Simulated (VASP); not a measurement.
# Se (Im-3m) in VASP: further runs

The runs below take Se through single point, relaxation of cell and atoms, with PBEsol.

Everything below comes from runs of VASP 6.6.1. Logs are shortened: lines on timing, memory, paths and dates and some standing lists are left out, and cuts for length are marked.

**1. The cell of the first run**

The structure is cubic, space group Im-3m (No. 229). Conventional cell: a = 2.775 Å, b = 2.775 Å, c = 2.775 Å, α = 90.00°, β = 90.00°, γ = 90.00°. Se (site symmetry m-3m) has 14 Se at 2.40 to 2.77 Å within 3.2 Å.

This isn't the form of Se at room conditions, which is trigonal, of chains.

**2. Single point, PBEsol**

File INCAR:

```
SYSTEM = Se
PREC = Accurate
ENCUT = 520
EDIFF = 1E-6
ISMEAR = 0
SIGMA = 0.1
LREAL = .False.
LASPH = .True.
NELM = 100
ALGO = Normal
ISIF = 2
LWAVE = .False.
LCHARG = .False.
GGA = PS
NBANDS = 9
```

File KPOINTS:

```
Automatic mesh
0
Gamma
  22 22 22
  0 0 0
```

File POSCAR:

```
Se
1.0
   -1.3873695128      1.3873695128      1.3873695128
    1.3873695128     -1.3873695128      1.3873695128
    1.3873695128      1.3873695128     -1.3873695128
Se
1
Direct
    0.0000000000      0.0000000000      0.0000000000
```

Potentials or basis: VASP PAW PBE potentials, release 64 (Se).

Launch:

```console
$ cat potpaw_PBE.64/Se/POTCAR > POTCAR
$ mpirun -np 1 vasp_std > vasp.out
```

OUTCAR:

```text
SYSTEM = Se
   PREC = Accurate
   ENCUT = 520
   EDIFF = 1E-6
   ISMEAR = 0
   LREAL = .False.
   LASPH = .True.
   NELM = 100
   ISIF = 2
   GGA = PS

 ion  position               nearest neighbor table
   1  0.000  0.000  0.000-

  LATTYP: Found a body centered cubic cell.
 ALAT       =     2.7747390256

  Lattice vectors:

 A1 = (  -1.3873695128,   1.3873695128,   1.3873695128)
 A2 = (   1.3873695128,  -1.3873695128,   1.3873695128)
 A3 = (   1.3873695128,   1.3873695128,  -1.3873695128)

Analysis of symmetry for initial positions (statically):
=====================================================================
 Subroutine PRICEL returns:
 Original cell was already a primitive cell.

 Routine SETGRP: Setting up the symmetry group for a
 body centered cubic supercell.

 Subroutine GETGRP returns: Found 48 space group operations
 (whereof 48 operations were pure point group operations)
 out of a pool of 48 trial point group operations.

The static configuration has the point symmetry O_h .

Analysis of symmetry for dynamics (positions and initial velocities):
=====================================================================
 Subroutine PRICEL returns:
 Original cell was already a primitive cell.

 Routine SETGRP: Setting up the symmetry group for a
 body centered cubic supercell.

 Subroutine GETGRP returns: Found 48 space group operations
 (whereof 48 operations were pure point group operations)
 out of a pool of 48 trial point group operations.

The dynamic configuration has the point symmetry O_h .

 Subroutine INISYM returns: Found 48 space group operations
 (whereof 48 operations are pure point group operations),
 and found     1 'primitive' translations

----------------------------------------------------------------------------------------

                                     Primitive cell

  volume of cell :      10.6816

  direct lattice vectors                    reciprocal lattice vectors
    -1.387369513  1.387369513  1.387369513     0.000000000  0.360394254  0.360394254
     1.387369513 -1.387369513  1.387369513     0.360394254  0.000000000  0.360394254
     1.387369513  1.387369513 -1.387369513     0.360394254  0.360394254  0.000000000

  length of vectors
     2.402994485  2.402994485  2.402994485     0.509674441  0.509674441  0.509674441

  position of ions in fractional coordinates (direct lattice)
     0.000000000  0.000000000  0.000000000

  ion indices of the primitive-cell ions
   primitive index   ion index
                 1           1

----------------------------------------------------------------------------------------

 KPOINTS: Automatic mesh

Automatic generation of k-mesh.
 Grid dimensions read from file:
 generate k-points for:   22   22   22

 Generating k-lattice:

  Cartesian coordinates                     Fractional coordinates (reciprocal lattice)
     0.000000000  0.016381557  0.016381557     0.045454545  0.000000000  0.000000000
     0.016381557  0.000000000  0.016381557     0.000000000  0.045454545  0.000000000
     0.016381557  0.016381557  0.000000000     0.000000000  0.000000000  0.045454545

  Length of vectors
     0.023167020  0.023167020  0.023167020

  Shift w.r.t. Gamma in fractional coordinates (k-lattice)
     0.000000000  0.000000000  0.000000000

 Subroutine IBZKPT returns following result:
 ===========================================

 Found    328 irreducible k-points:

 Following reciprocal coordinates:
            Coordinates               Weight
  0.000000  0.000000  0.000000      1.000000
  0.045455  0.000000  0.000000     12.000000
  0.090909  0.000000  0.000000     12.000000
  0.136364  0.000000  0.000000     12.000000
  0.181818  0.000000  0.000000     12.000000
  0.227273  0.000000  0.000000     12.000000
[... 16 lines left out ...]
  0.090909  0.090909  0.000000     24.000000
  0.136364  0.090909  0.000000     48.000000
 [... further k-points ...]
   k-points           NKPTS =    328   k-points in BZ     NKDIM =    328   number of bands    NBANDS=      9
   number of dos      NEDOS =    301   number of ions     NIONS =      1
   total plane-waves  NPLWV =   5832
   dimension x,y,z NGX =    18 NGY =   18 NGZ =   18
   dimension x,y,z NGXF=    36 NGYF=   36 NGZF=   36
   ions per type =               1
   NGX,Y,Z   is equivalent  to a cutoff of  12.45, 12.45, 12.45 a.u.
   NGXF,Y,Z  is equivalent  to a cutoff of  24.91, 24.91, 24.91 a.u.
 SYSTEM =  Se
   PREC   = accura    normal or accurate (medium, high low for compatibility)
   ISTART =      0    job   : 0-new  1-cont  2-samecut
   ICHARG =      2    charge: 1-file 2-atom 10-const
   ISPIN  =      1    spin polarized calculation?
   LNONCOLLINEAR =      F non collinear calculations
   LSORBIT =      F    spin-orbit coupling
   LASPH  =      T    aspherical Exc in radial PAW
   ENCUT  =  520.0 eV  38.22 Ry    6.18 a.u.   4.47  4.47  4.47*2*pi/ulx,y,z
   NELM   =    100;   NELMIN=  2; NELMDL= -5     # of ELM steps
   EDIFF  = 0.1E-05   stopping-criterion for ELM
   LREAL  =      F    real-space projection
   EDIFFG = 0.1E-04   stopping-criterion for IOM
   NSW    =      0    number of steps for IOM
   IBRION =     -1    ionic relax: 0-MD 1-quasi-New 2-CG
   NFREE  =      0    steps in history (QN), initial steepest desc. (CG)
   ISIF   =      2    stress and relaxation
   ISYM   =      2    0-nonsym 1-usesym 2-fastsym
   POTIM  = 0.5000    time-step for ionic-motion
   TEBEG  =    0.0;   TEEND  =   0.0 temperature during run
   PSTRESS=    0.0 pullay stress
   NELECT =       6.0000    total number of electrons
   NUPDOWN=      -1.0000    fix difference up-down
   EMIN   =  10.00;   EMAX   =-10.00  energy-range for DOS
   EFERMI =   0.00;   METHOD = LEGACY
   ISMEAR =     0;   SIGMA  =   0.10  broadening in eV -4-tet -1-fermi 0-gaus
   EFERMI_NEDOS =   21; number of points for ismear=-14 and -15
   IALGO  =     38    algorithm
   IMIX   =      4    mixing-type and parameters
     AMIX     =   0.40;   BMIX     =  1.00
     AMIX_MAG =   1.60;   BMIX_MAG =  1.00
  volume/ion in A,a.u.               =      10.68        72.08
  Fermi-wavevector in a.u.,A,eV,Ry     =   1.350765  2.552576 24.824725  1.824566
  Thomas-Fermi vector in A             =   2.478242
   LORBIT       =      0    0 simple, 1 ext, 2 COOP (PROOUT), +10 PAW based schemes
   GGA     = PS    functional components
   LHFCALC =     F    Hartree Fock is set to
   AEXX    =    0.0000 exact exchange contribution
   IVDW    =     0    specifies the selected vdW correction
   LEPSILON=     F    determine dielectric tensor
   LRPA    =     F    only Hartree local field effects (RPA)
 non-spin polarized calculation
 Gauss-broadening in eV      SIGMA  =   0.10
  energy-cutoff  :      520.00
  volume of cell :       10.68
 maximum number of plane-waves:       321
 NGX is ok and might be reduce to    18
   NGX =  9   NGY =  9   NGZ =  9

 number of electron       6.0000001 magnetization

 Free energy of the ion-electron system (eV)
  ---------------------------------------------------
  ext. energy  EPLUGINS =         0.00000000
  ---------------------------------------------------
  free energy    TOTEN  =        -0.42613564 eV

  energy without entropy =       -0.42489400  energy(sigma->0) =       -0.42551482

 E-fermi :  15.8901     XC(G=0): -13.8075

 val. band max:       15.8614137020   @ k =   0.3182   0.1818   0.0455
 cond. band min:      15.8954013252   @ k =   0.5000   0.5000   0.5000
 fundamental gap:      0.0339876232
 Fermi energy:        15.8901192451

 k-point     1 :       0.0000    0.0000    0.0000
  band No.  band energies     occupation
      1      -8.6945      2.00000
      2      23.9930      0.00000
      3      23.9930      0.00000
      4      23.9930      0.00000
      5      30.1793      0.00000
      6      30.1793      0.00000
      7      30.1793      0.00000
      8      33.9613      0.00000
      9      33.9613      0.00000

 k-point     2 :       0.0455    0.0000    0.0000
  band No.  band energies     occupation
      1      -8.6139      2.00000
      2      23.2958      0.00000
      3      23.5928      0.00000
      4      23.9008      0.00000
      5      29.6879      0.00000
      6      30.0347      0.00000
      7      30.7107      0.00000
      8      32.6088      0.00000
      9      33.1287      0.00000

 k-point     3 :       0.0909    0.0000    0.0000
  band No.  band energies     occupation
      1      -8.3721      2.00000
      2      21.5387      0.00000
      3      22.6663      0.00000
      4      23.6306      0.00000
      5      28.6842      0.00000
      6      29.2762      0.00000
      7      32.0318      0.00000
      8      32.3967      0.00000
      9      32.4891      0.00000

 k-point     4 :       0.1364    0.0000    0.0000
  band No.  band energies     occupation
      1      -7.9692      2.00000
      2      19.2540      0.00000
      3      21.5753      0.00000
      4      23.2077      0.00000
      5      27.6102      0.00000
      6      28.2514      0.00000
      7      32.2125      0.00000
      8      32.8714      0.00000
      9      33.7808      0.00000
[... 205 lines left out ...]
 k-point    22 :       0.4545    0.0455    0.0000
  band No.  band energies     occupation
      1      -0.1397      2.00000
      2       2.5662      2.00000
      3      16.1156      0.00143
      4      19.4104      0.00000
      5      23.8127      0.00000
      6      24.9158      0.00000
      7      37.5264      0.00000
      8      39.6200      0.00000
      9      41.2887      0.00000

 k-point    23 :       0.0909    0.0909    0.0000
  band No.  band energies     occupation
      1      -7.7275      2.00000
      2      18.6979      0.00000
      3      20.3670      0.00000
      4      22.2944      0.00000
      5      27.9029      0.00000
      6      28.7254      0.00000
      7      31.4294      0.00000
      8      33.2636      0.00000
      9      35.0305      0.00000

 k-point    24 :       0.1364    0.0909    0.0000
  band No.  band energies     occupation
      1      -7.1639      2.00000
      2      16.6593      0.00000
      3      18.9268      0.00000
      4      21.5705      0.00000
      5      27.3510      0.00000
      6      28.4263      0.00000
      7      31.5399      0.00000
      8      34.2741      0.00000
      9      36.1592      0.00000

 [... further k-points ...]
[... 5 lines left out ...]
  --------------------------------------------------------------------------------------
  -------------------------------------------------------------------------------------
  Total       12.5747399     12.5747399     12.5747399      0.0000000     -0.0000000      0.0000000
  in kB     1886.1366840   1886.1366840   1886.1366840      0.0000000     -0.0000000      0.0000000
  external PRESSURE =    1886.1366840 kB  Pullay stress =       0.0000000 kB

 VOLUME and BASIS-vectors are now :
 -----------------------------------------------------------------------------
  energy-cutoff  :      520.00
  volume of cell :       10.68
      direct lattice vectors                 reciprocal lattice vectors
    -1.387369513  1.387369513  1.387369513     0.000000000  0.360394254  0.360394254
     1.387369513 -1.387369513  1.387369513     0.360394254  0.000000000  0.360394254
     1.387369513  1.387369513 -1.387369513     0.360394254  0.360394254  0.000000000

 POSITION                                       TOTAL-FORCE (eV/Angst)
 -----------------------------------------------------------------------------------
      0.00000      0.00000      0.00000        -0.000000      0.000000     -0.000000
 -----------------------------------------------------------------------------------
    total drift:                                0.000000      0.000000      0.000000

  FREE ENERGIE OF THE ION-ELECTRON SYSTEM (eV)
  ---------------------------------------------------
  free  energy   TOTEN  =        -0.4261356417 eV

  energy  without entropy=       -0.4248940046  energy(sigma->0) =       -0.42551482
```

Wall time 8.7 s (1 thread of Intel Xeon 6975P-C (Granite Rapids), shared host); peak memory 0.14 GiB.

What came out:

| Property | Result |
| --- | --- |
| Free energy | -0.4261 eV |
| Pressure | 188.6 GPa |
| Band gap on the k mesh | zero (bands 3 and 4 overlap by 15.87 eV) |

Caveat: the cell stands under pressure; the PAW data sets were made with another functional, which shifts forces and pressure a little.

**3. Relaxation of cell and atoms, PBEsol, target pressure 185 GPa, at which the enthalpy is minimised**

File INCAR:

```
PREC     = Accurate       # precision mode
ENCUT    = 600            # plane-wave cutoff, eV
EDIFF    = 1E-6           # SCF threshold, eV
ISMEAR   = 0              # smearing method
SIGMA    = 0.1            # smearing width, eV
LREAL    = False          # projectors in reciprocal space
LASPH    = True           # aspherical terms in the spheres
NELM     = 100            # most SCF steps
ALGO     = Normal         # electronic algorithm
ISIF     = 3              # what is computed and relaxed
LWAVE    = False          # write WAVECAR
LCHARG   = False          # write CHGCAR
GGA      = PS             # functional
IBRION   = 2              # ionic algorithm
NSW      = 100            # ionic steps
EDIFFG   = -0.002         # ionic threshold
PSTRESS  = 1850.0
```

File KPOINTS:

```
regular mesh
0
Gamma
  22 22 22
```

File POSCAR:

```
Se
1.0
   -1.3875131077      1.3875131077      1.3875131077
    1.3875131077     -1.3875131077      1.3875131077
    1.3875131077      1.3875131077     -1.3875131077
Se
1
Direct
    0.0000000000      0.0000000000      0.0000000000
```

Potentials or basis: VASP PAW PBE potentials, release 64 (Se).

Launch:

```console
$ cat potpaw_PBE.64/Se/POTCAR > POTCAR
$ mpirun -np 1 vasp_std > vasp.out
```

It took 16 s on 1 thread of Intel Xeon 6975P-C (Granite Rapids), shared host; peak memory 0.15 GiB.

Results (log left out):

```yaml
Free_energy: -0.4889 eV
Relaxed_volume: 10.74 Å³/atom
Relaxed_cell: a = 2.407 Å, b = 2.407 Å, c = 2.407 Å, α = 109.47°, β = 109.47°, γ = 109.47°
Space_group_after_relaxing_to_0.1_Å: Im-3m (No. 229)
Energy_change_on_relaxing_the_run_minimises_the_enthalpy: -58.4 meV/atom
Ionic_steps: 3
Pressure_after_relaxing: 185.0 GPa
Band_gap_on_the_k_mesh: zero (bands 3 and 4 overlap by 15.76 eV)
```

Step by step:
| step | energy change (eV) | largest force (eV/Å) | pressure (GPa) | volume (Å³) |
| --- | --- | --- | --- | --- |
| 1 | 0.0000 | 0.0000 | 188.37 | 10.68 |
| 2 | -0.3875 | 0.0000 | 165.75 | 11.04 |
| 3 | -0.0584 | 0.0000 | 184.97 | 10.74 |

Final structure:
```
Se
1.0
    -1.38968    1.38968    1.38968
     1.38968   -1.38968    1.38968
     1.38968    1.38968   -1.38968
Se
1
Direct
  0.00000 0.00000 0.00000
```

Levels at points of the mesh, in eV from the Fermi level:
| k point | band 1 | band 2 | band 3 | band 4 | band 5 | band 6 | band 7 |
| --- | --- | --- | --- | --- | --- | --- | --- |
| (0.00, 0.00, 0.00) | -24.50 | 8.04 | 8.04 | 8.04 | 14.27 | 14.27 | 14.27 |
| (0.50, 0.00, 0.00) | -15.74 | -13.67 | 0.65 | 4.18 | 7.30 | 8.27 | 22.55 |
| (0.50, 0.50, 0.50) | -7.53 | -6.56 | -6.56 | -6.56 | 0.04 | 0.04 | 30.96 |

Caveat: the cell is relaxed towards a set pressure, so the run minimises the enthalpy, not the energy; the PAW data sets were made with another functional, which shifts forces and pressure a little.

[end of part 1 of 2]
